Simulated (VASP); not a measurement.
A run of VASP 6.6.1 is set up as follows.

Contents of INCAR:

```
SYSTEM = Hg
ALGO = Normal
EDIFF = 1E-8
ENCUT = 520
GGA = PS
ISIF = 2
ISMEAR = -1
LASPH = .TRUE.
LCHARG = .FALSE.
LEFG = .TRUE.
LREAL = .FALSE.
LWAVE = .FALSE.
NBANDS = 25
NELM = 100
PREC = Accurate
SIGMA = 0.05
```

The input KPOINTS:

```
k-points
0
G
  8 8 9
  0 0 0
```

The input POSCAR:

```
Hg
1.0
    4.5400020208      0.0000000000      0.0000000000
   -2.2700010104      3.9317570832      0.0000000000
    0.0000000000      0.0000000000      3.8700000000
Hg
3
Direct
    0.3333333333      0.6666666667      0.5000000000
    0.0000000000      0.0000000000      0.0000000000
    0.6666666667      0.3333333333      0.5000000000
```

Potentials or basis: VASP PAW PBE potentials, release 64 (Hg).

Launch:

```console
$ cat potpaw_PBE.64/Hg/POTCAR > POTCAR
$ mpirun -np 1 vasp_std > vasp.out
```

Q: Estimate the band gap on the k mesh.

A: Zero (bands 18 and 19 overlap by 5.11 eV).

Q: What does it give for the pressure?

A: 8.6 GPa.

Electric field gradients, principal values (V/Å²):
| atom | least | middle | greatest (by size) |
| --- | --- | --- | --- |
| 1 Hg | -169.213 | -169.215 | 338.428 |
| 2 Hg | -16.800 | -16.802 | 33.602 |
| 3 Hg | -169.213 | -169.215 | 338.428 |

Caveat: the cell stands under pressure; without QUAD_EFG the Cq values of the log hold for a quadrupole moment of 1 mb, not for the nuclei; the PAW data sets were made with another functional, which shifts forces and pressure a little; spin-orbit coupling is left out, which moves the levels of the heavy elements.
